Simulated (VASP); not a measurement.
Write the native input for VASP 6.6.1 that does the following.

| Property | Result |
| --- | --- |
| Task | single point |
| Functional | PBE |
| Potentials or basis | VASP PAW PBE potentials, release 64 (Fe) |
| Cutoff | 520 eV |
| k mesh | 18 × 18 × 10 |
| Occupations | gaussian, width 0.05 eV |
| Spin | collinear spin, ferromagnetic start |
| Starting moments | [2.5, 2.5] μB |
| Dipole correction | no |
| Further INCAR settings | ALGO = Normal; EDIFF = 1e-06; NBANDS = 19 |

The structure of Fe lies in POSCAR:

```
Fe
1.0
    2.5248651795      0.0000000000      0.0000000000
   -1.2624325897      2.1865973866      0.0000000000
    0.0000000000      0.0000000000      4.3740008733
Fe
2
Direct
    0.3333333333      0.6666666667      0.7500000000
    0.6666666667      0.3333333333      0.2500000000
```

This isn't the form of Fe at room conditions, which is bcc.

These files were run (other wordings do the same):

INCAR

```
  PREC = Accurate
  ENCUT = 520
  EDIFF = 1E-6
  ISMEAR = 0
  SIGMA = 0.05
  LREAL = False
  LASPH = True
  NELM = 150
  ALGO = Normal
  ISIF = 2
  LWAVE = False
  LCHARG = False
  ISPIN = 2
  MAGMOM = 2.5 2.5
  LORBIT = 11
  LMAXMIX = 4
  GGA = PE
  NBANDS = 19
```

KPOINTS

```
Automatic mesh
0
Gamma
  18 18 10
```

Potentials or basis: VASP PAW PBE potentials, release 64 (Fe).

Run with:

```console
$ cat potpaw_PBE.64/Fe/POTCAR > POTCAR
$ mpirun -np 1 vasp_std > vasp.out
```

Results of the run:

- Pressure: -0.1 GPa
- Net moment: 5.18 μB per cell
- Site moments: Fe +2.58 μB
- Valence electrons inside the program's atomic spheres: Fe 7.16

Wall time 95 s on 1 thread of Intel(R) Xeon(R) 6975P-C (Granite Rapids), on a shared host, peak memory 0.26 GiB.
